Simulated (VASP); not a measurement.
# BP (Pbcn) in VASP: notebook

Runs on BP. Level: PBE. Tasks: single point.

Everything below comes from runs of VASP 6.6.1. Logs are shortened: lines on timing, memory, paths and dates and some standing lists are left out, and cuts for length are marked.

### 1 The cell of the first run

Symmetry: Pbcn, No. 60, orthorhombic system. The conventional cell has a = 5.778 Å, b = 6.250 Å, c = 5.426 Å, α = 90.00°, β = 90.00°, γ = 90.00°. Within 2.5 Å of B (site symmetry 1) lie 4 P at 1.87 to 1.93 Å. P (site symmetry 1) has 4 B at 1.87 to 1.93 Å within 2.5 Å.

The cell was generated, and may not be a known phase.

### 2 Single point, PBE

File INCAR:

```
SYSTEM = BP
  ALGO = Normal
  EDIFF = 1E-6
  ENCUT = 520
  GGA = PE
  ISIF = 2
  ISMEAR = 0
  LASPH = .True.
  LCHARG = .True.
  LELF = .True.
  LREAL = Auto
  LVHAR = .True.
  LWAVE = .False.
  NBANDS = 46
  NELM = 80
  PREC = Accurate
  SIGMA = 0.1
```

File KPOINTS:

```
k-points
0
Gamma
  4 4 4
  0 0 0
```

File POSCAR:

```
BP
1.0
    5.7778423600      0.0000000000      0.0000000000
    0.0000000000      6.2497392300      0.0000000000
    0.0000000000      0.0000000000      5.4263193200
B P
8 8
Direct
    0.8354290700      0.1344984200      0.4250912100
    0.8354290700      0.8655015800      0.9250912100
    0.1645709300      0.8655015800      0.5749087900
    0.1645709300      0.1344984200      0.0749087900
    0.6645709300      0.3655015800      0.9250912100
    0.3354290700      0.6344984200      0.0749087900
    0.6645709300      0.6344984200      0.4250912100
    0.3354290700      0.3655015800      0.5749087900
    0.1645709300      0.8655015800      0.9250912100
    0.8354290700      0.1344984200      0.0749087900
    0.1645709300      0.1344984200      0.4250912100
    0.8354290700      0.8655015800      0.5749087900
    0.3354290700      0.6344984200      0.4250912100
    0.3354290700      0.3655015800      0.9250912100
    0.6645709300      0.3655015800      0.5749087900
    0.6645709300      0.6344984200      0.0749087900
```

Potentials or basis: VASP PAW PBE potentials, release 64 (B, P).

Launch:

```sh
$ cat potpaw_PBE.64/B/POTCAR potpaw_PBE.64/P/POTCAR > POTCAR
$ mpirun -np 1 vasp_std > vasp.out
```

OUTCAR:

```text
SYSTEM = BP
   EDIFF = 1E-6
   ENCUT = 520
   GGA = PE
   ISIF = 2
   ISMEAR = 0
   LASPH = .True.
   LREAL = Auto
   NELM = 80
   PREC = Accurate

 ion  position               nearest neighbor table
   1  0.835  0.134  0.425-  12 1.87  10 1.90  11 1.90  15 1.93
   2  0.835  0.866  0.925-  10 1.87  12 1.90   9 1.90  16 1.93
   3  0.165  0.866  0.575-  11 1.87   9 1.90  12 1.90  13 1.93
   4  0.165  0.134  0.075-   9 1.87  11 1.90  10 1.90  14 1.93
   5  0.665  0.366  0.925-  16 1.87  15 1.90  14 1.90  10 1.93
   6  0.335  0.634  0.075-  14 1.87  13 1.90  16 1.90   9 1.93
   7  0.665  0.634  0.425-  15 1.87  16 1.90  13 1.90  12 1.93
   8  0.335  0.366  0.575-  13 1.87  14 1.90  15 1.90  11 1.93
   9  0.165  0.866  0.925-   4 1.87   3 1.90   2 1.90   6 1.93  10 2.67  12 2.69
  10  0.835  0.134  0.075-   2 1.87   1 1.90   4 1.90   5 1.93   9 2.67  11 2.69
  11  0.165  0.134  0.425-   3 1.87   4 1.90   1 1.90   8 1.93  12 2.67  10 2.69
  12  0.835  0.866  0.575-   1 1.87   2 1.90   3 1.90   7 1.93  11 2.67   9 2.69
  13  0.335  0.634  0.425-   8 1.87   6 1.90   7 1.90   3 1.93  15 2.67  16 2.69
  14  0.335  0.366  0.925-   6 1.87   8 1.90   5 1.90   4 1.93  16 2.67  15 2.69
  15  0.665  0.366  0.575-   7 1.87   5 1.90   8 1.90   1 1.93  13 2.67  14 2.69
  16  0.665  0.634  0.075-   5 1.87   7 1.90   6 1.90   2 1.93  14 2.67  13 2.69

  LATTYP: Found a simple orthorhombic cell.
 ALAT       =     5.4263193200
 B/A-ratio  =     1.0647811194
 C/A-ratio  =     1.1517455685

  Lattice vectors:

 A1 = (   0.0000000000,   0.0000000000,   5.4263193200)
 A2 = (   5.7778423600,   0.0000000000,   0.0000000000)
 A3 = (   0.0000000000,   6.2497392300,   0.0000000000)

Analysis of symmetry for initial positions (statically):
=====================================================================
 Subroutine PRICEL returns:
 Original cell was already a primitive cell.

 Routine SETGRP: Setting up the symmetry group for a
 simple orthorhombic supercell.

 Subroutine GETGRP returns: Found  8 space group operations
 (whereof  2 operations were pure point group operations)
 out of a pool of  8 trial point group operations.

The static configuration has the point symmetry S_2 .
 The point group associated with its full space group is D_2h.

Analysis of symmetry for dynamics (positions and initial velocities):
=====================================================================
 Subroutine PRICEL returns:
 Original cell was already a primitive cell.

 Routine SETGRP: Setting up the symmetry group for a
 simple orthorhombic supercell.

 Subroutine GETGRP returns: Found  8 space group operations
 (whereof  2 operations were pure point group operations)
 out of a pool of  8 trial point group operations.

The dynamic configuration has the point symmetry S_2 .
 The point group associated with its full space group is D_2h.

 Subroutine INISYM returns: Found  8 space group operations
 (whereof  2 operations are pure point group operations),
 and found     1 'primitive' translations

----------------------------------------------------------------------------------------

                                     Primitive cell

  volume of cell :     195.9444

  direct lattice vectors                    reciprocal lattice vectors
     5.777842360  0.000000000  0.000000000     0.173074988  0.000000000  0.000000000
     0.000000000  6.249739230  0.000000000     0.000000000  0.160006676  0.000000000
     0.000000000  0.000000000  5.426319320     0.000000000  0.000000000  0.184286980

  length of vectors
     5.777842360  6.249739230  5.426319320     0.173074988  0.160006676  0.184286980

  position of ions in fractional coordinates (direct lattice)
     0.835429070  0.134498420  0.425091210
     0.835429070  0.865501580  0.925091210
     0.164570930  0.865501580  0.574908790
     0.164570930  0.134498420  0.074908790
     0.664570930  0.365501580  0.925091210
     0.335429070  0.634498420  0.074908790
[... 8 lines left out ...]
     0.664570930  0.365501580  0.574908790
     0.664570930  0.634498420  0.074908790

  ion indices of the primitive-cell ions
   primitive index   ion index
                 1           1
                 2           2
                 3           3
                 4           4
                 5           5
                 6           6
[... 8 lines left out ...]
                15          15
                16          16

----------------------------------------------------------------------------------------

 KPOINTS: k-points

Automatic generation of k-mesh.
 Grid dimensions read from file:
 generate k-points for:    4    4    4

 Generating k-lattice:

  Cartesian coordinates                     Fractional coordinates (reciprocal lattice)
     0.043268747  0.000000000  0.000000000     0.250000000  0.000000000  0.000000000
     0.000000000  0.040001669  0.000000000     0.000000000  0.250000000  0.000000000
[... 46 lines left out ...]
   NSW    =      0    number of steps for IOM
   IBRION =     -1    ionic relax: 0-MD 1-quasi-New 2-CG
   NFREE  =      0    steps in history (QN), initial steepest desc. (CG)
   ISIF   =      2    stress and relaxation
   ISYM   =      2    0-nonsym 1-usesym 2-fastsym
   POTIM  = 0.5000    time-step for ionic-motion
   TEBEG  =    0.0;   TEEND  =   0.0 temperature during run
   PSTRESS=    0.0 pullay stress
   NELECT =      64.0000    total number of electrons
   NUPDOWN=      -1.0000    fix difference up-down
   EMIN   =  10.00;   EMAX   =-10.00  energy-range for DOS
   EFERMI =   0.00;   METHOD = LEGACY
   ISMEAR =     0;   SIGMA  =   0.10  broadening in eV -4-tet -1-fermi 0-gaus
   EFERMI_NEDOS =   21; number of points for ismear=-14 and -15
   IALGO  =     38    algorithm
   IMIX   =      4    mixing-type and parameters
     AMIX     =   0.40;   BMIX     =  1.00
     AMIX_MAG =   1.60;   BMIX_MAG =  1.00
  volume/ion in A,a.u.               =      12.25        82.64
  Fermi-wavevector in a.u.,A,eV,Ry     =   1.127432  2.130538 17.294417  1.271104
  Thomas-Fermi vector in A             =   2.264118
   LORBIT       =      0    0 simple, 1 ext, 2 COOP (PROOUT), +10 PAW based schemes
   GGA     = PE    functional components
   LHFCALC =     F    Hartree Fock is set to
   AEXX    =    0.0000 exact exchange contribution
   IVDW    =     0    specifies the selected vdW correction
   LEPSILON=     F    determine dielectric tensor
   LRPA    =     F    only Hartree local field effects (RPA)
 non-spin polarized calculation
 Gauss-broadening in eV      SIGMA  =   0.10
  energy-cutoff  :      520.00
  volume of cell :      195.94
 maximum number of plane-waves:      5312
 NGX is ok and might be reduce to    48
   NGX = 21   NGY = 23   NGZ = 21

 number of electron      63.9999999 magnetization

 Free energy of the ion-electron system (eV)
  ---------------------------------------------------
  ext. energy  EPLUGINS =         0.00000000
  ---------------------------------------------------
  free energy    TOTEN  =       -96.98961534 eV

  energy without entropy =      -96.98961532  energy(sigma->0) =      -96.98961533

 E-fermi :   7.5527     XC(G=0): -10.3603

 val. band max:        7.2087283802   @ k =   0.0000   0.0000   0.0000
 cond. band min:       7.8966650327   @ k =   0.0000   0.0000   0.0000
 fundamental gap:      0.6879366525
 Fermi energy:         7.5527245742

 k-point     1 :       0.0000    0.0000    0.0000
  band No.  band energies     occupation
      1      -9.3469      2.00000
      2      -7.7880      2.00000
      3      -6.2152      2.00000
      4      -5.9627      2.00000
      5      -5.5334      2.00000
      6      -5.0740      2.00000
[... 36 lines left out ...]
     43      12.1927      0.00000
     44      12.3705      0.00000

 k-point     2 :       0.2500    0.0000    0.0000
  band No.  band energies     occupation
      1      -9.1817      2.00000
      2      -8.1240      2.00000
      3      -6.0653      2.00000
      4      -5.8172      2.00000
      5      -5.2457      2.00000
      6      -5.1848      2.00000
[... 1026 lines left out ...]
 k-point    24 :       0.5000    0.2500    0.5000
  band No.  band energies     occupation
      1      -7.7361      2.00000
      2      -7.7361      2.00000
      3      -7.7361      2.00000
      4      -7.7361      2.00000
      5      -4.6176      2.00000
      6      -4.6176      2.00000
[... 36 lines left out ...]
     43      11.8109      0.00000
     44      11.8109      0.00000

 [... further k-points ...]

 [bands above 44 left out]

------------------------ aborting loop because EDIFF is reached ----------------------------------------

  FORCE on cell =-STRESS in cart. coord.  units (eV):
  Direction    XX          YY          ZZ          XY          YZ          ZX
  --------------------------------------------------------------------------------------
  -------------------------------------------------------------------------------------
  Total       26.9108662     20.2426614     24.9388465      0.0000000      0.0000000     -0.0000000
  in kB      220.0418698    165.5180121    203.9172715      0.0000000      0.0000000     -0.0000000
  external PRESSURE =     196.4923845 kB  Pullay stress =       0.0000000 kB

 VOLUME and BASIS-vectors are now :
 -----------------------------------------------------------------------------
  energy-cutoff  :      520.00
  volume of cell :      195.94
      direct lattice vectors                 reciprocal lattice vectors
     5.777842360  0.000000000  0.000000000     0.173074988  0.000000000  0.000000000
     0.000000000  6.249739230  0.000000000     0.000000000  0.160006676  0.000000000
     0.000000000  0.000000000  5.426319320     0.000000000  0.000000000  0.184286980

 POSITION                                       TOTAL-FORCE (eV/Angst)
 -----------------------------------------------------------------------------------
      4.82698      0.84058      2.30668        -1.264708      1.346250      0.417127
      4.82698      5.40916      5.01984        -1.264708     -1.346250      0.417127
      0.95086      5.40916      3.11964         1.264708     -1.346250     -0.417127
      0.95086      0.84058      0.40648         1.264708      1.346250     -0.417127
      3.83979      2.28429      5.01984         1.264708     -1.346250      0.417127
      1.93806      3.96545      0.40648        -1.264708      1.346250     -0.417127
[... 8 lines left out ...]
      3.83979      2.28429      3.11964         1.386581     -1.534947     -0.492964
      3.83979      3.96545      0.40648         1.386581      1.534947     -0.492964
 -----------------------------------------------------------------------------------
    total drift:                               -0.000000      0.000000     -0.000000

  FREE ENERGIE OF THE ION-ELECTRON SYSTEM (eV)
  ---------------------------------------------------
  free  energy   TOTEN  =       -96.9896153357 eV

  energy  without entropy=      -96.9896153228  energy(sigma->0) =      -96.98961533
```

Run time: 1.9 min. Hardware: 1 thread of Intel Xeon 6975P-C (Granite Rapids), shared host; peak memory 0.35 GiB.

Results:

| Quantity | Value |
| --- | --- |
| Free energy | -96.9896 eV |
| Pressure | 19.6 GPa |
| Largest force | 2.126 eV/Å |
| Band gap on the k mesh | 0.69 eV |

Forces on the atoms (eV/Å):
```
B   -1.265  1.346  0.417
B   -1.265 -1.346  0.417
B    1.265 -1.346 -0.417
B    1.265  1.346 -0.417
B    1.265 -1.346  0.417
B   -1.265  1.346 -0.417
B    1.265  1.346  0.417
B   -1.265 -1.346 -0.417
P    1.387 -1.535  0.493
P   -1.387  1.535 -0.493
P    1.387  1.535  0.493
P   -1.387 -1.535 -0.493
P   -1.387  1.535  0.493
P   -1.387 -1.535  0.493
P    1.387 -1.535 -0.493
P    1.387  1.535 -0.493
```

Caveat: the stress differs along the axes, from 17 to 22 GPa; semilocal functionals underestimate gaps, and a narrow one can read as zero; forces of over 1 eV/Å act on the atoms, so gaps and moduli don't describe the material at rest. A k mesh can miss the band edges.

### 3 Single point, PBE

This run uses another cell than the first one, of 13.80 Å³/atom.

File INCAR:

```
  PREC = Accurate
  ENCUT = 520
  EDIFF = 1E-7
  ISMEAR = 0
  SIGMA = 0.1
  LREAL = Auto
  LASPH = T
  NELM = 100
  ALGO = Normal
  ISIF = 2
  LWAVE = F
  LCHARG = F
  GGA = PE
  NBANDS = 46
```

File KPOINTS:

```
regular mesh
0
Gamma
  4 4 4
```

File POSCAR:

```
BP
1.0
    6.1942146463      0.0000000000      0.0000000000
    0.0000000000      6.3501993408      0.0000000000
    0.0000000000      0.0000000000      5.6123016211
B P
8 8
Direct
    0.8377771405      0.1405231375      0.4249075625
    0.8377771405      0.8594768625      0.9249075625
    0.1622228595      0.8594768625      0.5750924375
    0.1622228595      0.1405231375      0.0750924375
    0.6622228595      0.3594768625      0.9249075625
    0.3377771405      0.6405231375      0.0750924375
    0.6622228595      0.6405231375      0.4249075625
    0.3377771405      0.3594768625      0.5750924375
    0.1631851742      0.8570339232      0.9294592690
    0.8368148258      0.1429660768      0.0705407310
    0.1631851742      0.1429660768      0.4294592690
    0.8368148258      0.8570339232      0.5705407310
    0.3368148258      0.6429660768      0.4294592690
    0.3368148258      0.3570339232      0.9294592690
    0.6631851742      0.3570339232      0.5705407310
    0.6631851742      0.6429660768      0.0705407310
```

Potentials or basis: VASP PAW PBE potentials, release 64 (B, P).

Launch:

```sh
$ cat potpaw_PBE.64/B/POTCAR potpaw_PBE.64/P/POTCAR > POTCAR
$ mpirun -np 1 vasp_std > vasp.out
```

It took 2.2 min on 1 thread of Intel Xeon 6975P-C (Granite Rapids), shared host; peak memory 0.39 GiB.

Results (log left out):

* Free energy: -98.8751 eV
* Pressure: -0.2 GPa
* Largest force: 0.006 eV/Å
* Band gap on the k mesh: 1.27 eV (least direct gap 1.32 eV)

Forces on the atoms (eV/Å):
```
B    0.002  0.002  0.001
B    0.002 -0.002  0.001
B   -0.002 -0.002 -0.001
B   -0.002  0.002 -0.001
B   -0.002 -0.002  0.001
B    0.002  0.002 -0.001
B   -0.002  0.002  0.001
B    0.002 -0.002 -0.001
P   -0.004  0.003 -0.002
P    0.004 -0.003  0.002
P   -0.004 -0.003 -0.002
P    0.004  0.003  0.002
P    0.004 -0.003 -0.002
P    0.004  0.003 -0.002
P   -0.004  0.003  0.002
P   -0.004 -0.003  0.002
```

Stress tensor (GPa, compression positive):
```
-0.12  0.00  0.00
 0.00 -0.21  0.00
 0.00  0.00 -0.19
```

Levels at points of the mesh, in eV from the valence-band top:
| k point | band 30 | band 31 | band 32 | band 33 | band 34 | band 35 |
| --- | --- | --- | --- | --- | --- | --- |
| (0.00, 0.00, 0.00) | -0.10 | -0.01 | 0.00 | 1.32 | 1.76 | 2.29 |
| (0.50, 0.00, 0.00) | -1.37 | -1.35 | -1.35 | 2.36 | 2.36 | 2.41 |
| (0.00, 0.50, 0.00) | -1.39 | -1.12 | -1.12 | 2.46 | 2.46 | 2.49 |
| (0.50, 0.50, 0.00) | -1.98 | -1.07 | -1.07 | 1.84 | 1.84 | 3.26 |
| (0.00, 0.00, 0.50) | -1.44 | -1.17 | -1.17 | 1.96 | 1.96 | 2.64 |
| (0.50, 0.00, 0.50) | -1.84 | -1.84 | -1.84 | 1.92 | 1.92 | 1.92 |
| (0.00, 0.50, 0.50) | -2.00 | -2.00 | -2.00 | 2.17 | 2.17 | 2.17 |
| (0.50, 0.50, 0.50) | -1.77 | -1.77 | -1.77 | 1.79 | 1.79 | 1.79 |

A k mesh can miss the band edges.

### 4 Single point, PBE

This run uses another cell than the first one, of 13.80 Å³/atom.

File INCAR:

```
SYSTEM = BP
ALGO = Normal
EDIFF = 1E-6
ENCUT = 520
GGA = PE
ISIF = 2
ISMEAR = 0
LASPH = .TRUE.
LCHARG = .TRUE.
LELF = .TRUE.
LREAL = Auto
LVHAR = .TRUE.
LWAVE = .FALSE.
NBANDS = 46
NELM = 60
PREC = Accurate
SIGMA = 0.02
```

File KPOINTS:

```
k-points
0
G
  6 4 6
  0 0 0
```

File POSCAR:

```
BP
1.0
    6.1974073284      0.0000000000      0.0000000000
    0.0000000000      6.3487642964      0.0000000000
    0.0000000000      0.0000000000      5.6113964884
B P
8 8
Direct
    0.8378756579      0.1405823360      0.4249491659
    0.8378756579      0.8594176640      0.9249491659
    0.1621243421      0.8594176640      0.5750508341
    0.1621243421      0.1405823360      0.0750508341
    0.6621243421      0.3594176640      0.9249491659
    0.3378756579      0.6405823360      0.0750508341
    0.6621243421      0.6405823360      0.4249491659
    0.3378756579      0.3594176640      0.5750508341
    0.1631230391      0.8570125426      0.9294612463
    0.8368769609      0.1429874574      0.0705387537
    0.1631230391      0.1429874574      0.4294612463
    0.8368769609      0.8570125426      0.5705387537
    0.3368769609      0.6429874574      0.4294612463
    0.3368769609      0.3570125426      0.9294612463
    0.6631230391      0.3570125426      0.5705387537
    0.6631230391      0.6429874574      0.0705387537
```

Launch:

```sh
$ cat potpaw_PBE.64/B/POTCAR potpaw_PBE.64/P/POTCAR > POTCAR
$ mpirun -np 1 vasp_std > vasp.out
```

Wall time 3.4 min (1 thread of Intel Xeon 6975P-C (Granite Rapids), shared host); peak memory 0.47 GiB.

Results (log left out):

```
Free energy            : -98.8755 eV
Pressure               : -0.2 GPa
Largest force          : 0.004 eV/Å
Band gap on the k mesh : 1.29 eV (least direct gap 1.32 eV)
```

Forces in eV/Å, atoms in the order of the input:
```
B   -0.001  0.001  0.001
B   -0.001 -0.001  0.001
B    0.001 -0.001 -0.001
B    0.001  0.001 -0.001
B    0.001 -0.001  0.001
B   -0.001  0.001 -0.001
B    0.001  0.001  0.001
B   -0.001 -0.001 -0.001
P   -0.002  0.003 -0.001
P    0.002 -0.003  0.001
P   -0.002 -0.003 -0.001
P    0.002  0.003  0.001
P    0.002 -0.003 -0.001
P    0.002  0.003 -0.001
P   -0.002  0.003  0.001
P   -0.002 -0.003  0.001
```

Levels at points of the mesh, in eV from the valence-band top:
| k point | band 29 | band 30 | band 31 | band 32 | band 33 | band 34 | band 35 | band 36 |
| --- | --- | --- | --- | --- | --- | --- | --- | --- |
| (0.00, 0.00, 0.00) | -0.43 | -0.10 | 0.00 | 0.00 | 1.32 | 1.75 | 2.30 | 2.86 |
| (0.50, 0.00, 0.00) | -1.37 | -1.37 | -1.35 | -1.35 | 2.36 | 2.36 | 2.42 | 2.42 |
| (0.00, 0.50, 0.00) | -1.38 | -1.38 | -1.12 | -1.12 | 2.46 | 2.46 | 2.50 | 2.50 |
| (0.50, 0.50, 0.00) | -1.97 | -1.97 | -1.07 | -1.07 | 1.84 | 1.84 | 3.27 | 3.27 |
| (0.00, 0.00, 0.50) | -1.44 | -1.44 | -1.17 | -1.17 | 1.96 | 1.96 | 2.64 | 2.64 |
| (0.50, 0.00, 0.50) | -1.84 | -1.84 | -1.84 | -1.84 | 1.92 | 1.92 | 1.92 | 1.92 |
| (0.00, 0.50, 0.50) | -2.00 | -2.00 | -2.00 | -2.00 | 2.18 | 2.18 | 2.18 | 2.18 |
| (0.50, 0.50, 0.50) | -1.77 | -1.77 | -1.77 | -1.77 | 1.79 | 1.79 | 1.79 | 1.79 |

A k mesh can miss the band edges.

### 5 Overview

| cell | k mesh | smearing | gap on the mesh (eV) | pressure (GPa) | largest force (eV/Å) |
| --- | --- | --- | --- | --- | --- |
| a = 5.778, b = 6.250, c = 5.426 Å, 16 atoms, atomic positions A | 4 × 4 × 4 | gaussian 0.1 eV | 0.69 | 19.6 | 2.13 |
| a = 6.194, b = 6.350, c = 5.612 Å, 16 atoms, atomic positions B | 4 × 4 × 4 | gaussian 0.1 eV | 1.27 | -0.2 | 0.01 |
| a = 6.197, b = 6.349, c = 5.611 Å, 16 atoms, atomic positions C | 6 × 4 × 6 | gaussian 0.02 eV | 1.29 | -0.2 | - |

Alike in all rows: task single point; level PBE; potentials or basis VASP PAW PBE potentials, release 64 (B, P); no spin polarisation; cutoff (eV) 520.

Caveats: the stress differs along the axes, from 17 to 22 GPa (at least some runs); semilocal functionals underestimate gaps, and a narrow one can read as zero (at least some runs); forces of over 1 eV/Å act on the atoms, so gaps and moduli don't describe the material at rest (at least some runs).

Absolute energies hang on the potentials; compare differences alone.
